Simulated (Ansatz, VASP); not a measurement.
Ge in VASP and in Ansatz

INCAR

```
SYSTEM = Ge
  ALGO = Normal
  EDIFF = 1E-7
  ENCUT = 520
  ISIF = 2
  ISMEAR = 0
  LASPH = .True.
  LCHARG = .False.
  LREAL = .False.
  LWAVE = .False.
  NBANDS = 66
  NELM = 60
  PREC = Accurate
  SIGMA = 0.1
```

KPOINTS

```
k-points
0
Gamma
  6 6 2
  0 0 0
```

Contents of POSCAR:

```
Ge
1.0
    4.0031158800      0.0000000000      0.0000000000
   -2.0015579400      3.4668000500      0.0000000000
    0.0000000000      0.0000000000     13.1567068600
Ge
8
Direct
    0.0000000000      0.0000000000      0.4068511600
    0.0000000000      0.0000000000      0.5931488400
    0.0000000000      0.0000000000      0.9068511600
    0.0000000000      0.0000000000      0.0931488400
    0.3333333300      0.6666666700      0.3440584300
    0.6666666700      0.3333333300      0.6559415700
    0.6666666700      0.3333333300      0.8440584300
    0.3333333300      0.6666666700      0.1559415700
```

Input for Ansatz:

```yaml
crystal:
  lattice:
    - [4.00311588, 0.0, 0.0]
    - [-2.00155794, 3.46680005, 0.0]
    - [0.0, 0.0, 13.15670686]
  atoms:
    - { symbol: Ge, position: [0.0, 0.0, 0.40685116] }
    - { symbol: Ge, position: [0.0, 0.0, 0.59314884] }
    - { symbol: Ge, position: [0.0, 0.0, 0.90685116] }
    - { symbol: Ge, position: [0.0, 0.0, 0.09314884] }
    - { symbol: Ge, position: [0.33333333, 0.66666667, 0.34405843] }
    - { symbol: Ge, position: [0.66666667, 0.33333333, 0.65594157] }
    - { symbol: Ge, position: [0.66666667, 0.33333333, 0.84405843] }
    - { symbol: Ge, position: [0.33333333, 0.66666667, 0.15594157] }
basis:
  ecutwfc: 420
kpoints:
  mp_grid: { grid: [6, 6, 2] }
hamiltonian:
  xc: lda
  pseudopotentials: { kind: paw, azcp: { folder: soft_1 } }
scf:
  occupations: { method: gaussian, width: 0.1 }
output:
  forces: true
  stress: true
  eigenvalues: true
```

Alike in both runs: task single point; functional LDA; k mesh 6 × 6 × 2; occupations gaussian, width 0.1 eV; no spin polarisation.

|  | VASP | Ansatz |
| --- | --- | --- |
| version | VASP 6.6.1 | Ansatz 0.2.0 |
| potentials or method | VASP PAW LDA potentials, release 64 (Ge_d), cutoff 520 eV | scalar-relativistic, plane waves, PAW |
| valence electrons in the cell | 112 | 112 |

VASP gave:

| Item | Value |
| --- | --- |
| gap on the k mesh at the Fermi level (eV) | 0.08 |
| least direct gap on the mesh (eV) | 0.08 |
| pressure (GPa) | -1.7 |
| traceless stress, the component that is largest in VASP (GPa) | -0.38 |
| rms of the force components (eV/Å) | 0.009 |

What did Ansatz give for the same quantities?

gap on the k mesh at the Fermi level (eV): 0.09; least direct gap on the mesh (eV): 0.09; pressure (GPa): -1.8; traceless stress, the component that is largest in VASP (GPa): -0.40; rms of the force components (eV/Å): 0.009.

Ansatz warns that its potentials were made for another functional, while VASP's fit it. LDA's correlation is that of Perdew and Zunger in VASP and of Perdew and Wang (1992) in Ansatz. Atom by atom the forces differ by 0.001 eV/Å (rms over components).
